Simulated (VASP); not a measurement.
Rh, 1 atom in the cell. Symmetry: Fm-3m, No. 225, cubic system. Conventional cell: a = 3.874 Å, b = 3.874 Å, c = 3.874 Å, α = 90.00°, β = 90.00°, γ = 90.00°. Within 3.6 Å of Rh (site symmetry m-3m) lie 12 Rh at 2.74 Å.  This cell differs from its parent crystal: volume scaled by 1.06.

- Program: VASP 6.6.1
- Task: single point
- Functional: r2SCAN
- Potentials or basis: VASP PAW PBE potentials, release 64 (Rh_pv)
- Cutoff: 520 eV
- k mesh: 18 × 18 × 18
- Occupations: gaussian, width 0.1 eV
- Spin: no spin polarisation
- Dipole correction: no
- Further INCAR settings: ALGO = Normal; EDIFF = 1e-06; NBANDS = 14

Potentials or basis: VASP PAW PBE potentials, release 64 (Rh_pv).

Command:

```sh
$ cat potpaw_PBE.64/Rh_pv/POTCAR > POTCAR
$ cp INCAR.step1 INCAR
$ mpirun -np 1 vasp_std > vasp.out
$ cp INCAR.step2 INCAR
$ mpirun -np 1 vasp_std > vasp.out
```

Hardware: 1 thread of AMD EPYC 9R45 96-Core Processor (Zen 5), on a shared host.

Task: How long does it take, and how much memory?

Result: Wall time 61 s on 1 thread of AMD EPYC 9R45 96-Core Processor (Zen 5), on a shared host, peak memory 0.12 GiB. Counts: k points 195.
